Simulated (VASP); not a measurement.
# Tl (P6_3/mmc) in VASP: further runs

Runs on Tl. Level: r2SCAN. Tasks: single point.

All numbers are computed with VASP 6.6.1; they aren't measurements. Logs are shortened: lines on timing, memory, paths and dates and some standing lists are left out, and cuts for length are marked.

### Step 1. The cell of the first run

The structure is hexagonal, space group P6_3/mmc (No. 194). Conventional cell: a = 3.456 Å, b = 3.456 Å, c = 5.525 Å, α = 90.00°, β = 90.00°, γ = 120.00°. Within 4.5 Å of Tl (site symmetry -6m2) lie 12 Tl at 3.41 to 3.46 Å.

### Step 2. Single point, r2SCAN

File POSCAR:

```
Tl
1.0
    3.4560000000      0.0000000000      0.0000000000
   -1.7280000000      2.9929837955      0.0000000000
    0.0000000000      0.0000000000      5.5250000000
Tl
2
Direct
    0.3333333333      0.6666666667      0.2500000000
    0.6666666667      0.3333333333      0.7500000000
```

File INCAR.step1:

```
SYSTEM = Tl
ALGO = Normal
EDIFF = 1E-4
ENCUT = 520
GGA = PE
ISMEAR = 0
LASPH = .True.
LCHARG = .False.
LREAL = .False.
LWAVE = .True.
NBANDS = 20
NELM = 80
PREC = Accurate
SIGMA = 0.05
```

File INCAR.step2:

```
SYSTEM = Tl
ALGO = Normal
EDIFF = 1E-6
ENCUT = 520
ISIF = 2
ISMEAR = 0
ISTART = 1
LASPH = .True.
LCHARG = .False.
LMIXTAU = .True.
LREAL = .False.
LWAVE = .False.
METAGGA = R2SCAN
NBANDS = 20
NELM = 80
PREC = Accurate
SIGMA = 0.05
```

File KPOINTS:

```
k-points
0
Gamma
  12 12 6
  0 0 0
```

Potentials or basis: VASP PAW PBE potentials, release 64 (Tl_d).

Launch:

```console
$ cat potpaw_PBE.64/Tl_d/POTCAR > POTCAR
$ cp INCAR.step1 INCAR
$ mpirun -np 1 vasp_std > vasp.out
$ cp INCAR.step2 INCAR
$ mpirun -np 1 vasp_std > vasp.out
```

OUTCAR:

```text
SYSTEM = Tl
   EDIFF = 1E-6
   ENCUT = 520
   ISIF = 2
   ISMEAR = 0
   ISTART = 1
   LASPH = .True.
   LREAL = .False.
   METAGGA = R2SCAN
   NELM = 80
   PREC = Accurate

 ion  position               nearest neighbor table
   1  0.333  0.667  0.250-   2 3.41   2 3.41   2 3.41   2 3.41   2 3.41   2 3.41
   2  0.667  0.333  0.750-   1 3.41   1 3.41   1 3.41   1 3.41   1 3.41   1 3.41

  LATTYP: Found a hexagonal cell.
 ALAT       =     3.4560000000
 C/A-ratio  =     1.5986689815

  Lattice vectors:

 A1 = (   3.4560000000,   0.0000000000,   0.0000000000)
 A2 = (  -1.7280000000,   2.9929837955,   0.0000000000)
 A3 = (   0.0000000000,   0.0000000000,   5.5250000000)

Analysis of symmetry for initial positions (statically):
=====================================================================
 Subroutine PRICEL returns:
 Original cell was already a primitive cell.

 Routine SETGRP: Setting up the symmetry group for a
 hexagonal supercell.

 Subroutine GETGRP returns: Found 24 space group operations
 (whereof 12 operations were pure point group operations)
 out of a pool of 24 trial point group operations.

The static configuration has the point symmetry D_3d.
 The point group associated with its full space group is D_6h.

Analysis of symmetry for dynamics (positions and initial velocities):
=====================================================================
 Subroutine PRICEL returns:
 Original cell was already a primitive cell.

 Routine SETGRP: Setting up the symmetry group for a
 hexagonal supercell.

 Subroutine GETGRP returns: Found 24 space group operations
 (whereof 12 operations were pure point group operations)
 out of a pool of 24 trial point group operations.

The dynamic configuration has the point symmetry D_3d.
 The point group associated with its full space group is D_6h.

 Subroutine INISYM returns: Found 24 space group operations
 (whereof 12 operations are pure point group operations),
 and found     1 'primitive' translations

----------------------------------------------------------------------------------------

                                     Primitive cell

  volume of cell :      57.1492

  direct lattice vectors                    reciprocal lattice vectors
     3.456000000  0.000000000  0.000000000     0.289351852  0.167057370  0.000000000
    -1.728000000  2.992983795  0.000000000     0.000000000  0.334114739  0.000000000
     0.000000000  0.000000000  5.525000000     0.000000000  0.000000000  0.180995475

  length of vectors
     3.456000000  3.456000000  5.525000000     0.334114739  0.334114739  0.180995475

  position of ions in fractional coordinates (direct lattice)
     0.333333333  0.666666667  0.250000000
     0.666666667  0.333333333  0.750000000

  ion indices of the primitive-cell ions
   primitive index   ion index
                 1           1
                 2           2

----------------------------------------------------------------------------------------

 KPOINTS: k-points

Automatic generation of k-mesh.
 Grid dimensions read from file:
 generate k-points for:   12   12    6

 Generating k-lattice:

  Cartesian coordinates                     Fractional coordinates (reciprocal lattice)
     0.024112654  0.013921447  0.000000000     0.083333333 -0.000000000  0.000000000
     0.000000000  0.027842895  0.000000000     0.000000000  0.083333333  0.000000000
     0.000000000  0.000000000  0.030165913     0.000000000  0.000000000  0.166666667

  Length of vectors
     0.027842895  0.027842895  0.030165913

  Shift w.r.t. Gamma in fractional coordinates (k-lattice)
     0.000000000  0.000000000  0.000000000

 Subroutine IBZKPT returns following result:
 ===========================================

 Found     76 irreducible k-points:

 Following reciprocal coordinates:
            Coordinates               Weight
  0.000000  0.000000  0.000000      1.000000
  0.083333  0.000000  0.000000      6.000000
  0.166667  0.000000  0.000000      6.000000
  0.250000  0.000000  0.000000      6.000000
  0.333333  0.000000  0.000000      6.000000
  0.416667  0.000000  0.000000      6.000000
[... 16 lines left out ...]
  0.250000  0.000000  0.166667     12.000000
  0.333333  0.000000  0.166667     12.000000
 [... further k-points ...]
   k-points           NKPTS =     76   k-points in BZ     NKDIM =     76   number of bands    NBANDS=     20
   number of dos      NEDOS =    301   number of ions     NIONS =      2
   total plane-waves  NPLWV =  32928
   dimension x,y,z NGX =    28 NGY =   28 NGZ =   42
   dimension x,y,z NGXF=    56 NGYF=   56 NGZF=   84
   ions per type =               2
   NGX,Y,Z   is equivalent  to a cutoff of  13.47, 13.47, 12.64 a.u.
   NGXF,Y,Z  is equivalent  to a cutoff of  26.94, 26.94, 25.28 a.u.
 SYSTEM =  Tl
   PREC   = accura    normal or accurate (medium, high low for compatibility)
   ISTART =      1    job   : 0-new  1-cont  2-samecut
   ICHARG =      0    charge: 1-file 2-atom 10-const
   ISPIN  =      1    spin polarized calculation?
   LNONCOLLINEAR =      F non collinear calculations
   LSORBIT =      F    spin-orbit coupling
   LASPH  =      T    aspherical Exc in radial PAW
   ENCUT  =  520.0 eV  38.22 Ry    6.18 a.u.   6.43  6.43 10.27*2*pi/ulx,y,z
   NELM   =     80;   NELMIN=  2; NELMDL=  0     # of ELM steps
   EDIFF  = 0.1E-05   stopping-criterion for ELM
   LREAL  =      F    real-space projection
   EDIFFG = 0.1E-04   stopping-criterion for IOM
   NSW    =      0    number of steps for IOM
   IBRION =     -1    ionic relax: 0-MD 1-quasi-New 2-CG
   NFREE  =      0    steps in history (QN), initial steepest desc. (CG)
   ISIF   =      2    stress and relaxation
   ISYM   =      2    0-nonsym 1-usesym 2-fastsym
   POTIM  = 0.5000    time-step for ionic-motion
   TEBEG  =    0.0;   TEEND  =   0.0 temperature during run
   PSTRESS=    0.0 pullay stress
   NELECT =      26.0000    total number of electrons
   NUPDOWN=      -1.0000    fix difference up-down
   EMIN   =  10.00;   EMAX   =-10.00  energy-range for DOS
   EFERMI =   0.00;   METHOD = LEGACY
   ISMEAR =     0;   SIGMA  =   0.05  broadening in eV -4-tet -1-fermi 0-gaus
   EFERMI_NEDOS =   21; number of points for ismear=-14 and -15
   IALGO  =     38    algorithm
   IMIX   =      4    mixing-type and parameters
     AMIX     =   0.40;   BMIX     =  1.00
     AMIX_MAG =   1.60;   BMIX_MAG =  1.00
  volume/ion in A,a.u.               =      28.57       192.83
  Fermi-wavevector in a.u.,A,eV,Ry     =   1.259107  2.379366 21.569987  1.585349
  Thomas-Fermi vector in A             =   2.392683
   LORBIT       =      0    0 simple, 1 ext, 2 COOP (PROOUT), +10 PAW based schemes
   METAGGA = R2SCAN    functional components
   LHFCALC =     F    Hartree Fock is set to
   AEXX    =    0.0000 exact exchange contribution
   IVDW    =     0    specifies the selected vdW correction
   LEPSILON=     F    determine dielectric tensor
   LRPA    =     F    only Hartree local field effects (RPA)
 non-spin polarized calculation
 Gauss-broadening in eV      SIGMA  =   0.05
  energy-cutoff  :      520.00
  volume of cell :       57.15
 maximum number of plane-waves:      1566
 NGX is ok and might be reduce to    28
   NGX = 13   NGY = 13   NGZ = 21

 number of electron      26.0000004 magnetization

 Free energy of the ion-electron system (eV)
  ---------------------------------------------------
  ext. energy  EPLUGINS =         0.00000000
  ---------------------------------------------------
  free energy    TOTEN  =      -106.34247723 eV

  energy without entropy =     -106.34202897  energy(sigma->0) =     -106.34225310

 E-fermi :   6.5679     XC(G=0): -10.8243

 val. band max:        6.5117183916   @ k =   0.2500   0.2500   0.0000
 cond. band min:       6.6020566476   @ k =   0.2500   0.1667   0.0000
 fundamental gap:      0.0903382560
 Fermi energy:         6.5678548400

 k-point     1 :       0.0000    0.0000    0.0000
  band No.  band energies     occupation
      1      -5.8236      2.00000
      2      -5.5934      2.00000
      3      -5.5797      2.00000
      4      -5.5797      2.00000
      5      -5.5246      2.00000
      6      -5.5246      2.00000
[... 12 lines left out ...]
     19      17.8587      0.00000
     20      17.9948      0.00000

 k-point     2 :       0.0833    0.0000    0.0000
  band No.  band energies     occupation
      1      -5.8002      2.00000
      2      -5.6270      2.00000
      3      -5.5490      2.00000
      4      -5.5400      2.00000
      5      -5.5248      2.00000
      6      -5.4960      2.00000
[... 12 lines left out ...]
     19      18.0245      0.00000
     20      18.6547      0.00000

 k-point     3 :       0.1667    0.0000    0.0000
  band No.  band energies     occupation
      1      -5.7795      2.00000
      2      -5.6365      2.00000
      3      -5.5425      2.00000
      4      -5.5249      2.00000
      5      -5.5047      2.00000
      6      -5.4642      2.00000
[... 12 lines left out ...]
     19      17.2130      0.00000
     20      19.0162      0.00000

 k-point     4 :       0.2500    0.0000    0.0000
  band No.  band energies     occupation
      1      -5.8270      2.00000
      2      -5.6301      2.00000
      3      -5.6071      2.00000
      4      -5.5496      2.00000
      5      -5.5148      2.00000
      6      -5.3616      2.00000
[... 12 lines left out ...]
     19      16.5130      0.00000
     20      18.1602      0.00000

 k-point     5 :       0.3333    0.0000    0.0000
  band No.  band energies     occupation
      1      -5.8905      2.00000
      2      -5.6979      2.00000
      3      -5.6686      2.00000
      4      -5.5910      2.00000
      5      -5.4466      2.00000
      6      -5.3447      2.00000
[... 12 lines left out ...]
     19      15.7525      0.00000
     20      17.4773      0.00000
[... 353 lines left out ...]
      6      -5.5123      2.00000
[... 12 lines left out ...]
     19      17.5278      0.00000
     20      18.3776      0.00000

 k-point    22 :       0.1667    0.0000    0.1667
  band No.  band energies     occupation
      1      -5.7676      2.00000
      2      -5.6271      2.00000
      3      -5.5852      2.00000
      4      -5.5520      2.00000
      5      -5.5330      2.00000
      6      -5.4330      2.00000
[... 12 lines left out ...]
     19      16.7953      0.00000
     20      18.3680      0.00000

 k-point    23 :       0.2500    0.0000    0.1667
  band No.  band energies     occupation
      1      -5.8146      2.00000
      2      -5.6684      2.00000
      3      -5.6138      2.00000
      4      -5.5346      2.00000
      5      -5.5017      2.00000
      6      -5.3708      2.00000
[... 12 lines left out ...]
     19      16.2472      0.00000
     20      17.6121      0.00000

 k-point    24 :       0.3333    0.0000    0.1667
  band No.  band energies     occupation
      1      -5.8740      2.00000
      2      -5.7531      2.00000
      3      -5.6484      2.00000
      4      -5.5629      2.00000
      5      -5.4576      2.00000
      6      -5.3832      2.00000
[... 12 lines left out ...]
     19      15.6980      0.00000
     20      16.9908      0.00000

 [... further k-points ...]

------------------------ aborting loop because EDIFF is reached ----------------------------------------

  FORCE on cell =-STRESS in cart. coord.  units (eV):
  Direction    XX          YY          ZZ          XY          YZ          ZX
  --------------------------------------------------------------------------------------
  -------------------------------------------------------------------------------------
  Total        0.8171395      0.8171395      0.5081878     -0.0000000      0.0000000      0.0000000
  in kB       22.9084873     22.9084873     14.2470336     -0.0000000      0.0000000      0.0000000
  external PRESSURE =      20.0213361 kB  Pullay stress =       0.0000000 kB

 VOLUME and BASIS-vectors are now :
 -----------------------------------------------------------------------------
  energy-cutoff  :      520.00
  volume of cell :       57.15
      direct lattice vectors                 reciprocal lattice vectors
     3.456000000  0.000000000  0.000000000     0.289351852  0.167057370  0.000000000
    -1.728000000  2.992983795  0.000000000     0.000000000  0.334114739  0.000000000
     0.000000000  0.000000000  5.525000000     0.000000000  0.000000000  0.180995475

 POSITION                                       TOTAL-FORCE (eV/Angst)
 -----------------------------------------------------------------------------------
     -0.00000      1.99532      1.38125        -0.000000      0.000000      0.000000
      1.72800      0.99766      4.14375         0.000000     -0.000000      0.000000
 -----------------------------------------------------------------------------------
    total drift:                               -0.000000      0.000000     -0.000000

  FREE ENERGIE OF THE ION-ELECTRON SYSTEM (eV)
  ---------------------------------------------------
  free  energy   TOTEN  =      -106.3424772255 eV

  energy  without entropy=     -106.3420289733  energy(sigma->0) =     -106.34225310
```

It took 8.7 min on 1 thread of AMD EPYC 7R43 (Zen 3), shared host; peak memory 0.19 GiB.

Results:

- Free energy: -106.3425 eV
- Pressure: 2.0 GPa
- Band gap on the k mesh: zero (band 13 reaches 10.21 eV, above the bottom of band 14 at 4.24 eV)

Levels at points of the mesh, in eV from the Fermi level:
```tsv
k point	band 9	band 10	band 11	band 12	band 13	band 14	band 15	band 16	band 17	band 18
(0.00, 0.00, 0.00)	-11.67	-11.67	-10.48	-5.38	-2.91	8.21	8.21	10.37	10.37	10.94
(0.50, 0.00, 0.00)	-11.63	-11.62	-6.09	-4.91	-0.74	0.53	1.39	3.99	4.01	8.47
(0.00, 0.00, 0.50)	-11.79	-11.79	-8.98	-8.98	3.49	3.49	9.23	9.23	9.23	9.23
(0.50, 0.00, 0.50)	-11.64	-11.64	-4.99	-4.99	-2.33	-2.33	5.73	5.73	6.34	6.34
```

Caveat: the PAW data sets were made with another functional, which shifts forces and pressure a little; spin-orbit coupling is left out, which moves the levels of the heavy elements.

(Part 1 of 2 ends here.)
